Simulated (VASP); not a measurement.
# BaS (I4/mmm) in VASP: single point with HSE06

Aim: the single point of BaS with HSE06.

Everything below comes from runs of VASP 6.6.1. Logs are shortened: lines on timing, memory, paths and dates and some standing lists are left out, and cuts for length are marked.

**1. The cell of the first run**

Symmetry: I4/mmm, No. 139, tetragonal system. Conventional cell: a = 4.438 Å, b = 4.438 Å, c = 6.424 Å, α = 90.00°, β = 90.00°, γ = 90.00°. Ba (site symmetry 4/mmm) has 6 S at 3.14 to 3.21 Å within 4.1 Å. S (site symmetry 4/mmm) has 6 Ba at 3.14 to 3.21 Å within 4.1 Å.

**2. Single point, HSE06 (biaxial xy strain -2.3%)**

POSCAR

```
BaS
1.0
    0.0000000000      3.1382457478      3.2117958733
    3.1382457478      0.0000000000      3.2117958733
    3.1382457478      3.1382457478      0.0000000000
Ba S
1 1
Direct
    0.0000000000      0.0000000000      0.0000000000
    0.5000000000      0.5000000000      0.5000000000
```

INCAR.step1

```
SYSTEM = BaS
ALGO     = Normal         ! electronic algorithm
EDIFF    = 1E-5           ! SCF threshold, eV
ENCUT    = 520            ! plane-wave cutoff, eV
GGA      = PE             ! functional
ISIF     = 2              ! what is computed and relaxed
ISMEAR   = 0              ! smearing method
KPAR     = 4            
LASPH    = .TRUE.         ! aspherical terms in the spheres
LCHARG   = .FALSE.        ! write CHGCAR
LREAL    = .FALSE.        ! projectors in reciprocal space
LWAVE    = .TRUE.         ! write WAVECAR
NBANDS   = 15             ! bands
NELM     = 80             ! most SCF steps
PREC     = Accurate       ! precision mode
SIGMA    = 0.01           ! smearing width, eV
```

INCAR.step2

```
SYSTEM = BaS
ALGO     = Normal         ! electronic algorithm
EDIFF    = 1E-6           ! SCF threshold, eV
ENCUT    = 520            ! plane-wave cutoff, eV
GGA      = PE             ! functional
HFSCREEN = 0.2079         ! screening, 1/A
ISIF     = 2              ! what is computed and relaxed
ISMEAR   = 0              ! smearing method
ISTART   = 1            
KPAR     = 4            
LASPH    = .TRUE.         ! aspherical terms in the spheres
LCHARG   = .FALSE.        ! write CHGCAR
LHFCALC  = .TRUE.         ! exact exchange
LREAL    = .FALSE.        ! projectors in reciprocal space
LWAVE    = .FALSE.        ! write WAVECAR
NBANDS   = 15             ! bands
NELM     = 80             ! most SCF steps
PREC     = Accurate       ! precision mode
PRECFOCK = Normal       
SIGMA    = 0.01           ! smearing width, eV
```

KPOINTS

```
k-points
0
G
  6 6 6
  0 0 0
```

Potentials or basis: VASP PAW PBE potentials, release 64 (Ba_sv, S).

Started as:

```bash
$ cat potpaw_PBE.64/Ba_sv/POTCAR potpaw_PBE.64/S/POTCAR > POTCAR
$ cp INCAR.step1 INCAR
$ mpirun -np 4 vasp_std > vasp.out
$ cp INCAR.step2 INCAR
$ mpirun -np 4 vasp_std > vasp.out
```

OUTCAR:

```text
SYSTEM = BaS
   EDIFF = 1E-6
   ENCUT = 520
   GGA = PE
   HFSCREEN = 0.2079
   ISIF = 2
   ISMEAR = 0
   ISTART = 1
   LASPH = .TRUE.
   LHFCALC = .TRUE.
   LREAL = .FALSE.
   NELM = 80
   PREC = Accurate
   PRECFOCK = Normal

 ion  position               nearest neighbor table
   1  0.000  0.000  0.000-   2 3.14   2 3.14   2 3.14   2 3.14   2 3.21   2 3.21
   2  0.500  0.500  0.500-   1 3.14   1 3.14   1 3.14   1 3.14   1 3.21   1 3.21

  LATTYP: Found a body centered tetragonal cell.
 ALAT       =     4.4381496986
 C/A-ratio  =     1.4473580620

  Lattice vectors:

 A1 = (  -3.1382457478,   0.0000000000,   3.2117958733)
 A2 = (   3.1382457478,   0.0000000000,   3.2117958733)
 A3 = (   0.0000000000,   3.1382457478,  -3.2117958733)

Analysis of symmetry for initial positions (statically):
=====================================================================
 Subroutine PRICEL returns:
 Original cell was already a primitive cell.

 Routine SETGRP: Setting up the symmetry group for a
 body centered tetragonal supercell.

 Subroutine GETGRP returns: Found 16 space group operations
 (whereof 16 operations were pure point group operations)
 out of a pool of 16 trial point group operations.

The static configuration has the point symmetry D_4h.

Analysis of symmetry for dynamics (positions and initial velocities):
=====================================================================
 Subroutine PRICEL returns:
 Original cell was already a primitive cell.

 Routine SETGRP: Setting up the symmetry group for a
 body centered tetragonal supercell.

 Subroutine GETGRP returns: Found 16 space group operations
 (whereof 16 operations were pure point group operations)
 out of a pool of 16 trial point group operations.

The dynamic configuration has the point symmetry D_4h.

 Subroutine INISYM returns: Found 16 space group operations
 (whereof 16 operations are pure point group operations),
 and found     1 'primitive' translations

----------------------------------------------------------------------------------------

                                     Primitive cell

  volume of cell :      63.2633

  direct lattice vectors                    reciprocal lattice vectors
     0.000000000  3.138245748  3.211795873    -0.159324680  0.159324680  0.155676145
     3.138245748  0.000000000  3.211795873     0.159324680 -0.159324680  0.155676145
     3.138245748  3.138245748  0.000000000     0.159324680  0.159324680 -0.155676145

  length of vectors
     4.490458674  4.490458674  4.438149699     0.273868161  0.273868161  0.273868161

  position of ions in fractional coordinates (direct lattice)
     0.000000000  0.000000000  0.000000000
     0.500000000  0.500000000  0.500000000

  ion indices of the primitive-cell ions
   primitive index   ion index
                 1           1
                 2           2

----------------------------------------------------------------------------------------

 KPOINTS: k-points

Automatic generation of k-mesh.
 Grid dimensions read from file:
 generate k-points for:    6    6    6

 Generating k-lattice:

  Cartesian coordinates                     Fractional coordinates (reciprocal lattice)
    -0.026554113  0.026554113  0.025946024     0.166666667  0.000000000  0.000000000
     0.026554113 -0.026554113  0.025946024     0.000000000  0.166666667  0.000000000
     0.026554113  0.026554113 -0.025946024     0.000000000  0.000000000  0.166666667

  Length of vectors
     0.045644693  0.045644693  0.045644693

  Shift w.r.t. Gamma in fractional coordinates (k-lattice)
     0.000000000  0.000000000  0.000000000

 Subroutine IBZKPT returns following result:
 ===========================================

 Found     30 irreducible k-points:

 Following reciprocal coordinates:
            Coordinates               Weight
  0.000000  0.000000  0.000000      1.000000
  0.166667  0.000000  0.000000      8.000000
  0.333333 -0.000000  0.000000      8.000000
  0.500000  0.000000  0.000000      4.000000
  0.166667  0.166667  0.000000      2.000000
  0.333333  0.166667  0.000000      8.000000
[... 16 lines left out ...]
  0.333333  0.000000  0.333333      4.000000
  0.500000  0.000000  0.333333     16.000000
 [... further k-points ...]
   k-points           NKPTS =     30   k-points in BZ     NKDIM =    216   number of bands    NBANDS=     15
   number of dos      NEDOS =    301   number of ions     NIONS =      2
   total plane-waves  NPLWV =  46656
   dimension x,y,z NGX =    36 NGY =   36 NGZ =   36
   dimension x,y,z NGXF=    72 NGYF=   72 NGZF=   72
   ions per type =               1   1
   NGX,Y,Z   is equivalent  to a cutoff of  13.33, 13.33, 13.49 a.u.
   NGXF,Y,Z  is equivalent  to a cutoff of  26.66, 26.66, 26.97 a.u.
 SYSTEM =  BaS
   PREC   = accura    normal or accurate (medium, high low for compatibility)
   ISTART =      1    job   : 0-new  1-cont  2-samecut
   ICHARG =      0    charge: 1-file 2-atom 10-const
   ISPIN  =      1    spin polarized calculation?
   LNONCOLLINEAR =      F non collinear calculations
   LSORBIT =      F    spin-orbit coupling
   LASPH  =      T    aspherical Exc in radial PAW
   ENCUT  =  520.0 eV  38.22 Ry    6.18 a.u.   8.35  8.35  8.25*2*pi/ulx,y,z
   NELM   =     80;   NELMIN=  2; NELMDL=  0     # of ELM steps
   EDIFF  = 0.1E-05   stopping-criterion for ELM
   LREAL  =      F    real-space projection
   EDIFFG = 0.1E-04   stopping-criterion for IOM
   NSW    =      0    number of steps for IOM
   IBRION =     -1    ionic relax: 0-MD 1-quasi-New 2-CG
   NFREE  =      0    steps in history (QN), initial steepest desc. (CG)
   ISIF   =      2    stress and relaxation
   ISYM   =      3    0-nonsym 1-usesym 2-fastsym
   POTIM  = 0.5000    time-step for ionic-motion
   TEBEG  =    0.0;   TEEND  =   0.0 temperature during run
   PSTRESS=    0.0 pullay stress
   NELECT =      16.0000    total number of electrons
   NUPDOWN=      -1.0000    fix difference up-down
   EMIN   =  10.00;   EMAX   =-10.00  energy-range for DOS
   EFERMI =   0.00;   METHOD = LEGACY
   ISMEAR =     0;   SIGMA  =   0.01  broadening in eV -4-tet -1-fermi 0-gaus
   EFERMI_NEDOS =   21; number of points for ismear=-14 and -15
   IALGO  =     38    algorithm
   IMIX   =      1    mixing-type and parameters
     AMIX     =   0.40;   BMIX     =  1.00
     AMIX_MAG =   1.60;   BMIX_MAG =  1.00
  volume/ion in A,a.u.               =      31.63       213.46
  Fermi-wavevector in a.u.,A,eV,Ry     =   1.035295  1.956424 14.583217  1.071836
  Thomas-Fermi vector in A             =   2.169632
   LORBIT       =      0    0 simple, 1 ext, 2 COOP (PROOUT), +10 PAW based schemes
   GGA     = PE    functional components
   LHFCALC =     T    Hartree Fock is set to
   PRECFOCK=normal    Normal, Fast or Accurate (Low or Medium for compatibility)
   ENCUT4O =  -1.0   cutoff for four orbital integrals eV
   NKREDX  =     1    reduce k-point grid by
   NKREDY  =     1    reduce k-point grid by
   NKREDZ  =     1    reduce k-point grid by
   AEXX    =    0.2500 exact exchange contribution
   HFSCREEN=    0.2079 screening length (either q_TF or 0.3 A-1)
   HFSCREENC=   0.2079 screening length for correlation (either q_TF or 0.3 A-1)
   ENCUTFOCK=  -1.0 apply spherical cutoff to Coloumb kernel
   IVDW    =     0    specifies the selected vdW correction
   LEPSILON=     F    determine dielectric tensor
   LRPA    =     F    only Hartree local field effects (RPA)
 non-spin polarized calculation
 Gauss-broadening in eV      SIGMA  =   0.01
  energy-cutoff  :      520.00
  volume of cell :       63.26
 maximum number of plane-waves:      1727
 NGX is ok and might be reduce to    36
  NGX = 28; NGY = 28; NGZ = 28

 number of electron      15.9999999 magnetization

 Free energy of the ion-electron system (eV)
  ---------------------------------------------------
  ext. energy  EPLUGINS =         0.00000000
  ---------------------------------------------------
  free energy    TOTEN  =       -11.51607751 eV

  energy without entropy =      -11.51607751  energy(sigma->0) =      -11.51607751

 E-fermi :   1.0432     XC(G=0):  -7.3008

 val. band max:        0.9753358100   @ k =   0.0000   0.0000   0.0000
 cond. band min:       3.9100742423   @ k =   0.5000   0.0000   0.5000
 fundamental gap:      2.9347384323
 Fermi energy:         1.0431723415

 k-point     1 :       0.0000    0.0000    0.0000
  band No.  band energies     occupation
      1     -26.7659      2.00000
      2     -10.7637      2.00000
      3     -10.7637      2.00000
      4     -10.7537      2.00000
      5     -10.5396      2.00000
      6       0.8983      2.00000
      7       0.9753      2.00000
      8       0.9753      2.00000
      9       5.6558      0.00000
     10       5.7521      0.00000
     11       5.9296      0.00000
     12       5.9296      0.00000
     13       6.8179      0.00000
     14       6.9208      0.00000
     15      10.7706      0.00000

 k-point     2 :       0.1667    0.0000    0.0000
  band No.  band energies     occupation
      1     -26.7513      2.00000
      2     -11.5048      2.00000
      3     -10.7691      2.00000
      4     -10.7689      2.00000
      5      -9.7628      2.00000
      6       0.2568      2.00000
      7       0.5593      2.00000
      8       0.5856      2.00000
      9       5.8968      0.00000
     10       6.2794      0.00000
     11       6.3650      0.00000
     12       6.6632      0.00000
     13       7.6661      0.00000
     14       7.8001      0.00000
     15      11.9284      0.00000
[... 365 lines left out ...]
      3     -10.9591      2.00000
      4     -10.9220      2.00000
      5      -9.7881      2.00000
      6      -0.2991      2.00000
      7       0.7061      2.00000
      8       0.7955      2.00000
      9       4.2675      0.00000
     10       7.3352      0.00000
     11       7.8043      0.00000
     12       9.0735      0.00000
     13       9.1161      0.00000
     14      11.4564      0.00000
     15      12.2465      0.00000

 k-point    24 :       0.5000    0.0000    0.3333
  band No.  band energies     occupation
      1     -26.6928      2.00000
      2     -11.6643      2.00000
      3     -11.1115      2.00000
      4     -10.9499      2.00000
      5      -9.8313      2.00000
      6       0.0941      2.00000
      7       0.3786      2.00000
      8       0.5102      2.00000
      9       4.6066      0.00000
     10       8.3496      0.00000
     11       8.7663      0.00000
     12       9.1899      0.00000
     13       9.5185      0.00000
     14      10.4313      0.00000
     15      11.4809      0.00000

 [... further k-points ...]
[... 5 lines left out ...]
  --------------------------------------------------------------------------------------
  -------------------------------------------------------------------------------------
  Total        1.3138595      1.3138595      0.4095586      0.0000000      0.0000000      0.0000000
  in kB       33.2742036     33.2742036     10.3722942      0.0000000      0.0000000      0.0000000
  external PRESSURE =      25.6402338 kB  Pullay stress =       0.0000000 kB

 VOLUME and BASIS-vectors are now :
 -----------------------------------------------------------------------------
  energy-cutoff  :      520.00
  volume of cell :       63.26
      direct lattice vectors                 reciprocal lattice vectors
     0.000000000  3.138245748  3.211795873    -0.159324680  0.159324680  0.155676145
     3.138245748  0.000000000  3.211795873     0.159324680 -0.159324680  0.155676145
     3.138245748  3.138245748  0.000000000     0.159324680  0.159324680 -0.155676145

 POSITION                                       TOTAL-FORCE (eV/Angst)
 -----------------------------------------------------------------------------------
      0.00000      0.00000      0.00000         0.000000      0.000000      0.000000
      3.13825      3.13825      3.21180         0.000000      0.000000     -0.000000
 -----------------------------------------------------------------------------------
    total drift:                               -0.000000      0.000000     -0.000000

  FREE ENERGIE OF THE ION-ELECTRON SYSTEM (eV)
  ---------------------------------------------------
  free  energy   TOTEN  =       -11.5160775127 eV

  energy  without entropy=      -11.5160775127  energy(sigma->0) =      -11.51607751
```

Run time: 29 min. Hardware: 4 MPI ranks of AMD EPYC 7R13 (Zen 3), shared host; peak memory 0.32 GiB.

Results:

```yaml
Free_energy: -11.5161 eV
Pressure: 2.6 GPa
Band_gap_on_the_k_mesh: 2.93 eV (least direct gap 3.07 eV)
```

Stress tensor (GPa, compression positive):
```
3.33 0.00 0.00
0.00 3.33 0.00
0.00 0.00 1.04
```

Levels at points of the mesh, in eV from the valence-band top:
| k point | band 5 | band 6 | band 7 | band 8 | band 9 | band 10 | band 11 | band 12 |
| --- | --- | --- | --- | --- | --- | --- | --- | --- |
| (0.00, 0.00, 0.00) | -11.51 | -0.08 | 0.00 | 0.00 | 4.68 | 4.78 | 4.95 | 4.95 |
| (0.50, 0.00, 0.00) | -9.80 | -2.17 | -1.26 | -1.24 | 6.72 | 6.79 | 7.62 | 7.68 |
| (0.50, 0.50, 0.00) | -11.41 | -0.67 | -0.13 | -0.13 | 2.95 | 7.11 | 7.36 | 8.97 |
| (0.50, 0.00, 0.50) | -11.42 | -0.53 | -0.23 | -0.13 | 2.93 | 7.10 | 7.44 | 8.82 |

Caveat: the cell differs from its parent crystal (biaxial xy strain -2.3%); the PAW data sets were made with another functional, which shifts forces and pressure a little; spin-orbit coupling is left out, which moves the levels of the heavy elements. A k mesh can miss the band edges.
